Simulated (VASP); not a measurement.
A run of VASP 6.6.1 is set up as follows.

The input INCAR:

```
SYSTEM = Bi
ALGO     = Fast           ! electronic algorithm
EDIFF    = 1E-6           ! SCF threshold, eV
ENCUT    = 520            ! plane-wave cutoff, eV
GGA      = PS             ! functional
ISIF     = 2              ! what is computed and relaxed
ISMEAR   = 0              ! smearing method
IVDW     = 12             ! dispersion correction
LASPH    = .True.         ! aspherical terms in the spheres
LCHARG   = .False.        ! write CHGCAR
LREAL    = .False.        ! projectors in reciprocal space
LWAVE    = .False.        ! write WAVECAR
NBANDS   = 14             ! bands
NELM     = 60             ! most SCF steps
PREC     = Accurate       ! precision mode
SIGMA    = 0.15           ! smearing width, eV
```

KPOINTS

```
k-points
0
Gamma
  18 18 18
  0 0 0
```

File POSCAR:

```
Bi
1.0
   -1.8250860219      1.8250860219      1.9667126972
    1.8250860219     -1.8250860219      1.9667126972
    1.8250860219      1.8250860219     -1.9667126972
Bi
1
Direct
    0.0000000000      0.0000000000      0.0000000000
```

Potentials or basis: VASP PAW PBE potentials, release 64 (Bi_d).

Launch:

```console
$ cat potpaw_PBE.64/Bi_d/POTCAR > POTCAR
$ mpirun -np 1 vasp_std > vasp.out
```

(1) Predict the dispersion energy per atom.

(2) Predict the pressure.

(3) What does it give for the band gap on the k mesh?

## Answers

(1) -0.627 eV.

(2) 7.2 GPa.

(3) zero (an odd number of electrons rules out a gap without spin polarisation).

Caveat: the cell stands under pressure; the PAW data sets were made with another functional, which shifts forces and pressure a little; spin-orbit coupling is left out, which moves the levels of the heavy elements.
